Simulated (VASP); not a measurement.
Runs of VASP 6.6.1 on AlCu3. The structure is that of space group Fm-3m (No. 225), or close to it. The cells are those of the table. 

| cell | gap on the mesh (eV) | pressure (GPa) |
| --- | --- | --- |
| a = 4.138 Å, angles 60.0°, 4 atoms | none | (b) |
| a = 4.098 Å, angles 60.0°, 4 atoms | none | -6.9 |
| a = 4.177 Å, angles 60.0°, 4 atoms | none | (a) |
| a = 4.057 Å, angles 60.0°, 4 atoms | none | -2.7 |
| a = 4.015 Å, angles 60.0°, 4 atoms | none | 2.4 |

Alike in all rows: task single point; level LDA; potentials or basis VASP PAW LDA potentials, release 64 (Al, Cu); no spin polarisation; k mesh 7 × 7 × 7; cutoff (eV) 520; smearing fermi-dirac 0.1 eV.

Estimate the missing entries.

(a) -13.4; (b) -10.5.

A gap of «none» marks levels without a gap at the run's occupations.
